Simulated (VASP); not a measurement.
Write the native input for VASP 6.6.1 that does the following.

| Quantity | Value |
| --- | --- |
| Task | single point |
| Functional | r2SCAN |
| Potentials or basis | VASP PAW PBE potentials, release 64 (Ag, Br) |
| Cutoff | 550 eV |
| k mesh | 8 × 8 × 8 |
| Occupations | fermi-dirac, width 0.1 eV |
| Spin | no spin polarisation |
| Dipole correction | no |
| Further INCAR settings | ALGO = Normal; EDIFF = 1e-06; NBANDS = 16 |

The system is AgBr.

```
Ag Br
1.0
     0.00000    2.88499    2.88499
     2.88499    0.00000    2.88499
     2.88499    2.88499    0.00000
Ag Br
1 1
Cartesian
  2.8850 2.8850 2.8850
  0.0000 0.0000 0.0000
```

One way to write it, as run:

POSCAR

```
AgBr
1.0
    0.0000000000      2.8849860000      2.8849860000
    2.8849860000      0.0000000000      2.8849860000
    2.8849860000      2.8849860000      0.0000000000
Ag Br
1 1
Direct
    0.5000000000      0.5000000000      0.5000000000
    0.0000000000      0.0000000000      0.0000000000
```

INCAR.step1

```
ALGO = Normal ; EDIFF = 1E-5
ENCUT = 550 ; GGA = PE
GGA_COMPAT = False ; ISMEAR = -1
LASPH = True ; LCHARG = False
LREAL = False ; LWAVE = True
NBANDS = 16 ; NELM = 120
PREC = Accurate ; SIGMA = 0.1
```

INCAR.step2

```
ALGO = Normal ; EDIFF = 1E-6
ENCUT = 550 ; GGA_COMPAT = False
ISIF = 2 ; ISMEAR = -1
ISTART = 1 ; LASPH = True
LCHARG = False ; LMIXTAU = True
LREAL = False ; LWAVE = False
METAGGA = R2SCAN ; NBANDS = 16
NELM = 120 ; PREC = Accurate
SIGMA = 0.1
```

KPOINTS

```
k-points
0
Gamma
  8 8 8
```

Potentials or basis: VASP PAW PBE potentials, release 64 (Ag, Br).

Command:

```bash
$ cat potpaw_PBE.64/Ag/POTCAR potpaw_PBE.64/Br/POTCAR > POTCAR
$ cp INCAR.step1 INCAR
$ mpirun -np 1 vasp_std > vasp.out
$ cp INCAR.step2 INCAR
$ mpirun -np 1 vasp_std > vasp.out
```

It gave:

```json
{
 "Pressure": "0.3 GPa",
 "Band gap on the k mesh": "1.25 eV (least direct gap 3.22 eV)"
}
```

Caveat: the PAW data sets were made with another functional, which shifts forces and pressure a little.

Wall time 110 s on 1 thread of Intel Xeon 8259CL, with other jobs on the host, peak memory 0.2 GiB.
